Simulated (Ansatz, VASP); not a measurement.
## Si: VASP beside Ansatz

Contents of INCAR:

```
SYSTEM = Si
ALGO = Normal
EDIFF = 1E-6
ENCUT = 520
GGA = PS
ISIF = 2
ISMEAR = 0
LASPH = .TRUE.
LCHARG = .FALSE.
LREAL = .FALSE.
LWAVE = .FALSE.
NBANDS = 16
NELM = 100
PREC = Accurate
SIGMA = 0.03
```

The input KPOINTS:

```
k-points
0
G
  12 12 6
  0 0 0
```

POSCAR

```
Si
1.0
    3.6780647621      0.0000000000      0.0000000000
   -1.8390323811      3.1852975207      0.0000000000
    0.0000000000      0.0000000000      6.3326220002
Si
4
Direct
    0.3333333333      0.6666666667      0.0630095000
    0.6666666667      0.3333333333      0.5630095000
    0.3333333333      0.6666666667      0.4369905000
    0.6666666667      0.3333333333      0.9369905000
```

Input for Ansatz:

```yaml
crystal:
  lattice:
    - [3.6780647621, 0.0, 0.0]
    - [-1.8390323811, 3.1852975207, 0.0]
    - [0.0, 0.0, 6.3326220002]
  atoms:
    - { symbol: Si, position: [0.3333333333, 0.6666666667, 0.0630095] }
    - { symbol: Si, position: [0.6666666667, 0.3333333333, 0.5630095] }
    - { symbol: Si, position: [0.3333333333, 0.6666666667, 0.4369905] }
    - { symbol: Si, position: [0.6666666667, 0.3333333333, 0.9369905] }
basis:
  ecutwfc: 420
kpoints:
  mp_grid: { grid: [12, 12, 6] }
hamiltonian:
  xc: pbesol
scf:
  occupations: { method: gaussian, width: 0.03 }
output:
  forces: true
  stress: true
  eigenvalues: true
```

Change from the starting cell: strain -0.040 along x and y, +0.000 along z, atoms carried along.

Alike in both runs: task single point; functional PBEsol; k mesh 12 × 12 × 6; occupations gaussian, width 0.03 eV; no spin polarisation.

|  | VASP | Ansatz |
| --- | --- | --- |
| version | VASP 6.6.1 | Ansatz 0.2.0 |
| potentials or method | VASP PAW PBE potentials, release 64 (Si), cutoff 520 eV | scalar-relativistic, plane waves, PAW |
| valence electrons in the cell | 16 | 16 |

|  | VASP | Ansatz | Ansatz less VASP |
| --- | --- | --- | --- |
| gap on the k mesh at the Fermi level (eV) | 0.27 | 0.28 | +0.008 |
| least direct gap on the mesh (eV) | 1.62 | 1.62 | 0.000 |
| pressure (GPa) | 8.8 | 8.7 | -0.15 |
| traceless stress, the component that is largest in VASP (GPa) | -6.96 | -6.90 | +0.058 |
| rms of the force components (eV/Å) | 0.340 | 0.338 | -0.0021 |

VASP's potentials were made for PBE, not for PBEsol. Atom by atom the forces differ by 0.002 eV/Å (rms over components).
